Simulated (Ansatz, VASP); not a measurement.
**C in VASP and in Ansatz**

POSCAR

```
C
1.0
    0.0000000000     -1.7801161419     -1.7801161419
   -1.7801161419      0.0000000000     -1.7801161419
    1.7801161419      1.7801161419     -3.5602322838
C
4
Direct
    0.7297766225      0.7872076953      0.7354050083
    0.2702233775      0.2127923047      0.2645949917
    0.3450461633      0.4024772361      0.8895949713
    0.9049538367      0.8475227639      0.3604050287
```

Contents of INCAR.step1:

```
ALGO = Normal
EDIFF = 1E-4
ENCUT = 520
GGA = PE
ISMEAR = 0
LASPH = T
LCHARG = F
LREAL = F
LWAVE = T
NBANDS = 16
NELM = 100
PREC = Accurate
SIGMA = 0.05
```

File INCAR.step2:

```
ALGO = Normal
EDIFF = 1E-6
ENCUT = 520
ISIF = 2
ISMEAR = 0
ISTART = 1
LASPH = T
LCHARG = F
LMIXTAU = T
LREAL = F
LWAVE = F
METAGGA = R2SCAN
NBANDS = 16
NELM = 100
PREC = Accurate
SIGMA = 0.05
```

The input KPOINTS:

```
k-points
0
Gamma
  12 12 10
```

Input for Ansatz:

```yaml
crystal:
  lattice:
    - [0.0, -1.7801161419, -1.7801161419]
    - [-1.7801161419, 0.0, -1.7801161419]
    - [1.7801161419, 1.7801161419, -3.5602322838]
  atoms:
    - { symbol: C, position: [0.7297766225, 0.7872076953, 0.7354050083] }
    - { symbol: C, position: [0.2702233775, 0.2127923047, 0.2645949917] }
    - { symbol: C, position: [0.3450461633, 0.4024772361, 0.8895949713] }
    - { symbol: C, position: [0.9049538367, 0.8475227639, 0.3604050287] }
basis:
  ecutwfc: 520.0
kpoints:
  mp_grid: { grid: [12, 12, 10] }
hamiltonian:
  xc: r2scan
scf:
  occupations: { method: gaussian, width: 0.05 }
output:
  forces: true
  stress: true
  eigenvalues: true
```

Change from the starting cell: mode 4 frozen in at -0.074 Å and mode 9 at -0.060 Å (largest displacements).

Alike in both runs: task single point; functional r2SCAN; k mesh 12 × 12 × 10; occupations gaussian, width 0.05 eV; no spin polarisation.

|  | VASP | Ansatz |
| --- | --- | --- |
| version | VASP 6.6.1 | Ansatz 0.2.0 |
| potentials or method | VASP PAW PBE potentials, release 64 (C), cutoff 520 eV | scalar-relativistic, plane waves, PAW |
| valence electrons in the cell | 16 | 16 |

```tsv
	VASP	Ansatz	Ansatz less VASP
gap on the k mesh at the Fermi level (eV)	3.83	3.85	+0.023
least direct gap on the mesh (eV)	5.40	5.44	+0.039
pressure (GPa)	2.8	1.7	-1.14
traceless stress, the component that is largest in VASP (GPa)	2.36	2.36	-0.004
rms of the force components (eV/Å)	2.525	2.533	+0.0073
```

VASP's potentials were made for PBE, not for r2SCAN. Atom by atom the forces differ by 0.008 eV/Å (rms over components).
